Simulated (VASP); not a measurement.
# BaTiO3 (P4mm) in VASP: further runs

Runs on BaTiO3. Level: PBE. Tasks: single point.

Everything below comes from runs of VASP 6.6.1. Logs are shortened: lines on timing, memory, paths and dates and some standing lists are left out, and cuts for length are marked.

**1. The cell of the first run**

It takes space group P4mm (No. 99, tetragonal). The conventional cell has a = 3.985 Å, b = 3.985 Å, c = 4.200 Å, α = 90.00°, β = 90.00°, γ = 90.00°. Within 3.7 Å of Ba (site symmetry 4mm) lie 12 O at 2.80 to 2.99 Å and 8 Ti at 3.47 to 3.56 Å. Within 2.4 Å of Ti (site symmetry 4mm) lie 6 O at 1.81 to 2.39 Å. O (site symmetry 2mm) has 2 Ti at 2.00 Å within 2.7 Å. O (site symmetry 4mm) has 2 Ti at 1.81 to 2.39 Å within 2.4 Å.

**2. Single point, PBE**

Contents of INCAR:

```
PREC     = Accurate       # precision mode
ENCUT    = 520            # plane-wave cutoff, eV
EDIFF    = 1E-6           # SCF threshold, eV
ISMEAR   = 0              # smearing method
SIGMA    = 0.02           # smearing width, eV
LREAL    = False          # projectors in reciprocal space
LASPH    = True           # aspherical terms in the spheres
NELM     = 80             # most SCF steps
ALGO     = Normal         # electronic algorithm
ISIF     = 2              # what is computed and relaxed
LWAVE    = False          # write WAVECAR
LCHARG   = True           # write CHGCAR
GGA      = PE             # functional
LELF     = True           # ELF
LVHAR    = True         
NBANDS   = 28             # bands
```

Contents of KPOINTS:

```
regular mesh
0
Gamma
  8 8 6
```

Contents of POSCAR:

```
BaTiO3
1.0
    3.9854497941      0.0000000000      0.0000000000
    0.0000000000      3.9854497941      0.0000000000
    0.0000000000      0.0000000000      4.2004826522
Ba Ti O
1 1 3
Direct
    0.5000000000      0.5000000000      0.5912757181
    0.0000000000      0.0000000000      0.1084227154
    0.0000000000      0.5000000000      0.0602445495
    0.5000000000      0.0000000000      0.0602445495
    0.0000000000      0.0000000000      0.5398094574
```

Potentials or basis: VASP PAW PBE potentials, release 64 (Ba_sv, Ti_sv, O).

Command:

```sh
cat potpaw_PBE.64/Ba_sv/POTCAR potpaw_PBE.64/Ti_sv/POTCAR potpaw_PBE.64/O/POTCAR > POTCAR
mpirun -np 1 vasp_std > vasp.out
```

OUTCAR:

```text
PREC = Accurate
   ENCUT = 520
   EDIFF = 1E-6
   ISMEAR = 0
   LREAL = False
   LASPH = True
   NELM = 80
   ISIF = 2
   GGA = PE

 ion  position               nearest neighbor table
   1  0.500  0.500  0.591-   3 2.80   4 2.80   4 2.80   3 2.80   5 2.83   5 2.83   5 2.83   5 2.83
                             3 2.99   4 2.99   3 2.99   4 2.99   2 3.47   2 3.47   2 3.47   2 3.47
   2  0.000  0.000  0.108-   5 1.81   4 2.00   3 2.00   3 2.00   4 2.00   5 2.39   1 3.47   1 3.47
                             1 3.47   1 3.47   1 3.56   1 3.56   1 3.56   1 3.56
   3  0.000  0.500  0.060-   2 2.00   2 2.00   1 2.80   1 2.80   1 2.99   1 2.99
   4  0.500  0.000  0.060-   2 2.00   2 2.00   1 2.80   1 2.80   1 2.99   1 2.99
   5  0.000  0.000  0.540-   2 1.81   2 2.39   1 2.83   1 2.83   1 2.83   1 2.83

  LATTYP: Found a simple tetragonal cell.
 ALAT       =     3.9854497941
 C/A-ratio  =     1.0539544767

  Lattice vectors:

 A1 = (   3.9854497941,   0.0000000000,   0.0000000000)
 A2 = (   0.0000000000,   3.9854497941,   0.0000000000)
 A3 = (   0.0000000000,   0.0000000000,   4.2004826522)

Analysis of symmetry for initial positions (statically):
=====================================================================
 Subroutine PRICEL returns:
 Original cell was already a primitive cell.

 Routine SETGRP: Setting up the symmetry group for a
 simple tetragonal supercell.

 Subroutine GETGRP returns: Found  8 space group operations
 (whereof  8 operations were pure point group operations)
 out of a pool of 16 trial point group operations.

The static configuration has the point symmetry C_4v.

Analysis of symmetry for dynamics (positions and initial velocities):
=====================================================================
 Subroutine PRICEL returns:
 Original cell was already a primitive cell.

 Routine SETGRP: Setting up the symmetry group for a
 simple tetragonal supercell.

 Subroutine GETGRP returns: Found  8 space group operations
 (whereof  8 operations were pure point group operations)
 out of a pool of 16 trial point group operations.

The dynamic configuration has the point symmetry C_4v.

 Subroutine INISYM returns: Found  8 space group operations
 (whereof  8 operations are pure point group operations),
 and found     1 'primitive' translations

----------------------------------------------------------------------------------------

                                     Primitive cell

  volume of cell :      66.7197

  direct lattice vectors                    reciprocal lattice vectors
     3.985449794  0.000000000  0.000000000     0.250912708  0.000000000  0.000000000
     0.000000000  3.985449794  0.000000000     0.000000000  0.250912708  0.000000000
     0.000000000  0.000000000  4.200482652     0.000000000  0.000000000  0.238067880

  length of vectors
     3.985449794  3.985449794  4.200482652     0.250912708  0.250912708  0.238067880

  position of ions in fractional coordinates (direct lattice)
     0.500000000  0.500000000  0.591275718
     0.000000000  0.000000000  0.108422715
     0.000000000  0.500000000  0.060244549
     0.500000000  0.000000000  0.060244549
     0.000000000  0.000000000  0.539809457

  ion indices of the primitive-cell ions
   primitive index   ion index
                 1           1
                 2           2
                 3           3
                 4           4
                 5           5

----------------------------------------------------------------------------------------

 KPOINTS: regular mesh

Automatic generation of k-mesh.
 Grid dimensions read from file:
 generate k-points for:    8    8    6

 Generating k-lattice:

  Cartesian coordinates                     Fractional coordinates (reciprocal lattice)
     0.031364088  0.000000000  0.000000000     0.125000000  0.000000000  0.000000000
     0.000000000  0.031364088  0.000000000     0.000000000  0.125000000  0.000000000
     0.000000000  0.000000000  0.039677980     0.000000000  0.000000000  0.166666667

  Length of vectors
     0.031364088  0.031364088  0.039677980

  Shift w.r.t. Gamma in fractional coordinates (k-lattice)
     0.000000000  0.000000000  0.000000000

 Subroutine IBZKPT returns following result:
 ===========================================

 Found     60 irreducible k-points:

 Following reciprocal coordinates:
            Coordinates               Weight
  0.000000  0.000000  0.000000      1.000000
  0.125000  0.000000  0.000000      4.000000
  0.250000  0.000000  0.000000      4.000000
  0.375000  0.000000  0.000000      4.000000
  0.500000  0.000000  0.000000      2.000000
  0.125000  0.125000  0.000000      4.000000
[... 16 lines left out ...]
  0.375000  0.125000  0.166667     16.000000
  0.500000  0.125000  0.166667      8.000000
 [... further k-points ...]
   k-points           NKPTS =     60   k-points in BZ     NKDIM =     60   number of bands    NBANDS=     28
   number of dos      NEDOS =    301   number of ions     NIONS =      5
   total plane-waves  NPLWV =  28800
   dimension x,y,z NGX =    30 NGY =   30 NGZ =   32
   dimension x,y,z NGXF=    60 NGYF=   60 NGZF=   64
   ions per type =               1   1   3
   NGX,Y,Z   is equivalent  to a cutoff of  12.51, 12.51, 12.66 a.u.
   NGXF,Y,Z  is equivalent  to a cutoff of  25.03, 25.03, 25.33 a.u.
 SYSTEM =  unknown system
   PREC   = accura    normal or accurate (medium, high low for compatibility)
   ISTART =      0    job   : 0-new  1-cont  2-samecut
   ICHARG =      2    charge: 1-file 2-atom 10-const
   ISPIN  =      1    spin polarized calculation?
   LNONCOLLINEAR =      F non collinear calculations
   LSORBIT =      F    spin-orbit coupling
   LASPH  =      T    aspherical Exc in radial PAW
   ENCUT  =  520.0 eV  38.22 Ry    6.18 a.u.   7.41  7.41  7.81*2*pi/ulx,y,z
   NELM   =     80;   NELMIN=  2; NELMDL= -5     # of ELM steps
   EDIFF  = 0.1E-05   stopping-criterion for ELM
   LREAL  =      F    real-space projection
   EDIFFG = 0.1E-04   stopping-criterion for IOM
   NSW    =      0    number of steps for IOM
   IBRION =     -1    ionic relax: 0-MD 1-quasi-New 2-CG
   NFREE  =      0    steps in history (QN), initial steepest desc. (CG)
   ISIF   =      2    stress and relaxation
   ISYM   =      2    0-nonsym 1-usesym 2-fastsym
   POTIM  = 0.5000    time-step for ionic-motion
   TEBEG  =    0.0;   TEEND  =   0.0 temperature during run
   PSTRESS=    0.0 pullay stress
   NELECT =      40.0000    total number of electrons
   NUPDOWN=      -1.0000    fix difference up-down
   EMIN   =  10.00;   EMAX   =-10.00  energy-range for DOS
   EFERMI =   0.00;   METHOD = LEGACY
   ISMEAR =     0;   SIGMA  =   0.02  broadening in eV -4-tet -1-fermi 0-gaus
   EFERMI_NEDOS =   21; number of points for ismear=-14 and -15
   IALGO  =     38    algorithm
   IMIX   =      4    mixing-type and parameters
     AMIX     =   0.40;   BMIX     =  1.00
     AMIX_MAG =   1.60;   BMIX_MAG =  1.00
  volume/ion in A,a.u.               =      13.34        90.05
  Fermi-wavevector in a.u.,A,eV,Ry     =   1.380417  2.608609 25.926585  1.905550
  Thomas-Fermi vector in A             =   2.505296
   LORBIT       =      0    0 simple, 1 ext, 2 COOP (PROOUT), +10 PAW based schemes
   GGA     = PE    functional components
   LHFCALC =     F    Hartree Fock is set to
   AEXX    =    0.0000 exact exchange contribution
   IVDW    =     0    specifies the selected vdW correction
   LEPSILON=     F    determine dielectric tensor
   LRPA    =     F    only Hartree local field effects (RPA)
 non-spin polarized calculation
 Gauss-broadening in eV      SIGMA  =   0.02
  energy-cutoff  :      520.00
  volume of cell :       66.72
 maximum number of plane-waves:      1828
 NGX is ok and might be reduce to    30
   NGX = 15   NGY = 15   NGZ = 15

 number of electron      39.9999982 magnetization

 Free energy of the ion-electron system (eV)
  ---------------------------------------------------
  ext. energy  EPLUGINS =         0.00000000
  ---------------------------------------------------
  free energy    TOTEN  =       -40.04013258 eV

  energy without entropy =      -40.04013258  energy(sigma->0) =      -40.04013258

 E-fermi :   3.8397     XC(G=0): -11.0244

 val. band max:        3.7475983165   @ k =   0.5000   0.5000   0.5000
 cond. band min:       5.5355138871   @ k =   0.0000   0.0000   0.0000
 fundamental gap:      1.7879155707
 Fermi energy:         3.8397357638

 k-point     1 :       0.0000    0.0000    0.0000
  band No.  band energies     occupation
      1     -52.9041      2.00000
      2     -29.2402      2.00000
      3     -29.1014      2.00000
      4     -29.1014      2.00000
      5     -21.4419      2.00000
      6     -13.2688      2.00000
[... 20 lines left out ...]
     27       8.8226      0.00000
     28      10.4055      0.00000

 k-point     2 :       0.1250    0.0000    0.0000
  band No.  band energies     occupation
      1     -52.9040      2.00000
      2     -29.2398      2.00000
      3     -29.1093      2.00000
      4     -29.1011      2.00000
      5     -21.4262      2.00000
      6     -13.2732      2.00000
[... 20 lines left out ...]
     27       9.1110      0.00000
     28      10.7813      0.00000

 k-point     3 :       0.2500    0.0000    0.0000
  band No.  band energies     occupation
      1     -52.9036      2.00000
      2     -29.2390      2.00000
      3     -29.1282      2.00000
      4     -29.1004      2.00000
      5     -21.3878      2.00000
      6     -13.3246      2.00000
[... 20 lines left out ...]
     27       9.8197      0.00000
     28      11.7328      0.00000

 k-point     4 :       0.3750    0.0000    0.0000
  band No.  band energies     occupation
      1     -52.9032      2.00000
      2     -29.2382      2.00000
      3     -29.1470      2.00000
      4     -29.0997      2.00000
      5     -21.3487      2.00000
      6     -13.4140      2.00000
[... 578 lines left out ...]
     27      10.3108      0.00000
     28      11.4907      0.00000

 k-point    23 :       0.3750    0.1250    0.1667
  band No.  band energies     occupation
      1     -52.9029      2.00000
      2     -29.2449      2.00000
      3     -29.1461      2.00000
      4     -29.1071      2.00000
      5     -21.3258      2.00000
      6     -13.2663      2.00000
[... 20 lines left out ...]
     27      11.0744      0.00000
     28      11.8881      0.00000

 k-point    24 :       0.5000    0.1250    0.1667
  band No.  band energies     occupation
      1     -52.9028      2.00000
      2     -29.2446      2.00000
      3     -29.1538      2.00000
      4     -29.1068      2.00000
      5     -21.3112      2.00000
      6     -13.2922      2.00000
[... 20 lines left out ...]
     27      11.4030      0.00000
     28      12.0391      0.00000

 [... further k-points ...]
[... 5 lines left out ...]
  --------------------------------------------------------------------------------------
  -------------------------------------------------------------------------------------
  Total        0.6609391      0.6609391      0.6928828      0.0000000      0.0000000      0.0000000
  in kB       15.8715057     15.8715057     16.6385874      0.0000000      0.0000000      0.0000000
  external PRESSURE =      16.1271996 kB  Pullay stress =       0.0000000 kB

 VOLUME and BASIS-vectors are now :
 -----------------------------------------------------------------------------
  energy-cutoff  :      520.00
  volume of cell :       66.72
      direct lattice vectors                 reciprocal lattice vectors
     3.985449794  0.000000000  0.000000000     0.250912708  0.000000000  0.000000000
     0.000000000  3.985449794  0.000000000     0.000000000  0.250912708  0.000000000
     0.000000000  0.000000000  4.200482652     0.000000000  0.000000000  0.238067880

 POSITION                                       TOTAL-FORCE (eV/Angst)
 -----------------------------------------------------------------------------------
      1.99272      1.99272      2.48364         0.000000      0.000000     -0.050363
      0.00000      0.00000      0.45543         0.000000     -0.000000     -0.080404
      0.00000      1.99272      0.25306        -0.000000     -0.000000      0.024250
      1.99272      0.00000      0.25306         0.000000     -0.000000      0.024250
      0.00000      0.00000      2.26746         0.000000     -0.000000      0.082266
 -----------------------------------------------------------------------------------
    total drift:                                0.000000     -0.000000      0.000103

  FREE ENERGIE OF THE ION-ELECTRON SYSTEM (eV)
  ---------------------------------------------------
  free  energy   TOTEN  =       -40.0401325845 eV

  energy  without entropy=      -40.0401325845  energy(sigma->0) =      -40.04013258
```

Run time: 94 s. Hardware: 1 thread of Intel Xeon Platinum 8488C (Sapphire Rapids), shared host; peak memory 0.25 GiB.

What came out:

| Item | Value |
| --- | --- |
| Free energy | -40.0401 eV |
| Pressure | 1.6 GPa |
| Largest force | 0.082 eV/Å |
| Band gap on the k mesh | 1.79 eV, indirect (least direct gap 2.35 eV) |

Forces on the atoms (eV/Å):
```
Ba   0.000  0.000 -0.050
Ti   0.000  0.000 -0.080
O    0.000  0.000  0.024
O    0.000  0.000  0.024
O    0.000  0.000  0.082
```

Stress tensor (GPa, compression positive):
```
1.59 0.00 0.00
0.00 1.59 0.00
0.00 0.00 1.66
```

Caveat: spin-orbit coupling is left out, which moves the levels of the heavy elements. A k mesh can miss the band edges.

**3. Single point, PBE (biaxial strain in the a-b plane: -1.5 %, then relaxed in part)**

Contents of INCAR:

```
SYSTEM = BaTiO3
PREC = Accurate
ENCUT = 520
EDIFF = 1E-7
ISMEAR = 0
SIGMA = 0.02
LREAL = .FALSE.
LASPH = .TRUE.
NELM = 80
ALGO = Normal
ISIF = 2
LWAVE = .FALSE.
LCHARG = .FALSE.
GGA = PE
NBANDS = 28
```

Contents of KPOINTS:

```
regular mesh
0
G
  8 8 6
  0 0 0
```

Contents of POSCAR:

```
BaTiO3
1.0
    3.9256680472      0.0000000000      0.0000000000
    0.0000000000      3.9256680472      0.0000000000
    0.0000000000      0.0000000000      4.3396355141
Ba Ti O
1 1 3
Direct
    0.5000000000      0.5000000000      0.6006022887
    0.0000000000      0.0000000000      0.1157124600
    0.0000000000      0.5000000000      0.0564191287
    0.5000000000      0.0000000000      0.0564191287
    0.0000000000      0.0000000000      0.5308439838
```

Potentials or basis: VASP PAW PBE potentials, release 64 (Ba_sv, Ti_sv, O).

Command:

```sh
cat potpaw_PBE.64/Ba_sv/POTCAR potpaw_PBE.64/Ti_sv/POTCAR potpaw_PBE.64/O/POTCAR > POTCAR
mpirun -np 1 vasp_std > vasp.out
```

Wall time 85 s (1 thread of Intel Xeon Platinum 8488C (Sapphire Rapids), shared host); peak memory 0.25 GiB.

The run converged. Its results:

- Free energy: -40.0125 eV
- Pressure: 3.7 GPa
- Largest force: 0.080 eV/Å
- Band gap on the k mesh: 1.83 eV, indirect (least direct gap 2.51 eV)

Forces in eV/Å, atoms in the order of the input:
```
Ba   0.000  0.000 -0.067
Ti   0.000  0.000 -0.080
O    0.000  0.000  0.036
O    0.000  0.000  0.036
O    0.000  0.000  0.075
```

Stress tensor (GPa, compression positive):
```
4.79 0.00 0.00
0.00 4.79 0.00
0.00 0.00 1.58
```

Levels at points of the mesh, in eV from the valence-band top:
| k point | band 17 | band 18 | band 19 | band 20 | band 21 | band 22 | band 23 | band 24 |
| --- | --- | --- | --- | --- | --- | --- | --- | --- |
| (0.00, 0.00, 0.00) | -1.56 | -1.34 | -0.68 | -0.68 | 1.83 | 2.68 | 2.68 | 4.07 |
| (0.50, 0.00, 0.00) | -2.12 | -1.95 | -1.82 | -1.67 | 2.73 | 3.47 | 3.58 | 4.11 |
| (0.50, 0.50, 0.00) | -2.22 | -1.17 | -1.17 | -0.04 | 3.63 | 3.63 | 3.74 | 4.02 |
| (0.00, 0.00, 0.50) | -2.24 | -2.12 | -0.76 | -0.76 | 1.93 | 3.41 | 3.41 | 4.21 |
| (0.50, 0.00, 0.50) | -1.97 | -1.43 | -1.28 | -0.78 | 3.43 | 3.55 | 3.61 | 4.93 |
| (0.50, 0.50, 0.50) | -2.70 | -0.74 | -0.74 | 0.00 | 3.87 | 3.87 | 4.12 | 5.65 |

Caveat: the cell differs from its parent crystal (biaxial strain in the a-b plane: -1.5 %, then relaxed in part); spin-orbit coupling is left out, which moves the levels of the heavy elements. A k mesh can miss the band edges.

(Continued in part 2 of 2.)
